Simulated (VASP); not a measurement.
Wanted: the native input for a VASP 6.6.1 run.

| Quantity | Value |
| --- | --- |
| Task | single point |
| Functional | PBEsol |
| Potentials or basis | VASP PAW PBE potentials, release 64 (Si, C) |
| Cutoff | 520 eV |
| k mesh | 10 × 10 × 10 |
| Occupations | gaussian, width 0.01 eV |
| Spin | no spin polarisation |
| Dipole correction | no |
| Further INCAR settings | ALGO = Normal; EDIFF = 1e-07; NBANDS = 11 |

The structure of SiC lies in POSCAR:

```
SiC
1.0
    2.1784146558      2.1784146558      0.0000000000
   -2.1784146558      2.1784146558      0.0000000000
    0.0000000000      2.1784146558      2.1784146558
Si C
1 1
Direct
    0.0000000000      0.0000000000      0.0000000000
    0.7500000000      0.2500000000      0.5000000000
```

One way to write it, as run:

INCAR

```
PREC = Accurate
ENCUT = 520
EDIFF = 1E-7
ISMEAR = 0
SIGMA = 0.01
LREAL = False
LASPH = True
NELM = 100
ALGO = Normal
ISIF = 2
LWAVE = False
LCHARG = False
GGA = PS
NBANDS = 11
```

KPOINTS

```
regular mesh
0
Gamma
  10 10 10
```

Potentials or basis: VASP PAW PBE potentials, release 64 (Si, C).

Run with:

```console
$ cat potpaw_PBE.64/Si/POTCAR potpaw_PBE.64/C/POTCAR > POTCAR
$ mpirun -np 1 vasp_std > vasp.out
```

Results of the run:

| Property | Result |
| --- | --- |
| Pressure | 0.4 GPa |
| Band gap on the k mesh | 1.23 eV, indirect (least direct gap 4.44 eV) |

Caveat: the PAW data sets were made with another functional, which shifts forces and pressure a little.

It took 10 s on 1 thread of Intel Xeon 8259CL (shared host), peak memory 0.14 GiB.
